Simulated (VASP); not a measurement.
Set up this calculation in VASP 6.6.1, as the native input.

```yaml
Task: single point
Functional: r2SCAN
Potentials_or_basis: VASP PAW PBE potentials, release 64 (Ti_sv, Re)
Cutoff: 520 eV
k_mesh: 7 × 7 × 7
Occupations: gaussian, width 0.15 eV
Spin: no spin polarisation
Dipole_correction: no
Further_INCAR_settings: ALGO = Normal; EDIFF = 1e-06; NBANDS = 16
```

The system is TiRe.

```
CELL_PARAMETERS angstrom
3.10435 0.00000 0.00000
0.00000 3.10435 0.00000
0.00000 0.00000 3.10435
ATOMIC_POSITIONS crystal
Ti 0.50000 0.50000 0.50000
Re 0.00000 0.00000 0.00000
```

These files were run (other wordings do the same):

POSCAR

```
TiRe
1.0
    3.1043507151      0.0000000000      0.0000000000
    0.0000000000      3.1043507151      0.0000000000
    0.0000000000      0.0000000000      3.1043507151
Ti Re
1 1
Direct
    0.5000000000      0.5000000000      0.5000000000
    0.0000000000      0.0000000000      0.0000000000
```

INCAR.step1

```
SYSTEM = TiRe
PREC = Accurate
ENCUT = 520
ISMEAR = 0
SIGMA = 0.15
LREAL = .False.
LASPH = .True.
NELM = 100
NBANDS = 16
GGA = PE
ALGO = Normal
EDIFF = 1E-4
LWAVE = .True.
LCHARG = .False.
```

INCAR.step2

```
SYSTEM = TiRe
PREC = Accurate
ENCUT = 520
EDIFF = 1E-6
ISMEAR = 0
SIGMA = 0.15
LREAL = .False.
LASPH = .True.
NELM = 100
ALGO = Normal
ISIF = 2
LWAVE = .False.
LCHARG = .False.
METAGGA = R2SCAN
LMIXTAU = .True.
NBANDS = 16
ISTART = 1
```

KPOINTS

```
regular mesh
0
Gamma
  7 7 7
  0 0 0
```

Potentials or basis: VASP PAW PBE potentials, release 64 (Ti_sv, Re).

Run with:

```bash
$ cat potpaw_PBE.64/Ti_sv/POTCAR potpaw_PBE.64/Re/POTCAR > POTCAR
$ cp INCAR.step1 INCAR
$ mpirun -np 1 vasp_std > vasp.out
$ cp INCAR.step2 INCAR
$ mpirun -np 1 vasp_std > vasp.out
```

It gave:

The pressure is 0.5 GPa.

Caveat: the PAW data sets were made with another functional, which shifts forces and pressure a little.

Wall time 21 s on 1 thread of Intel(R) Xeon(R) Platinum 8488C (Sapphire Rapids), with other jobs on the host, peak memory 0.14 GiB.
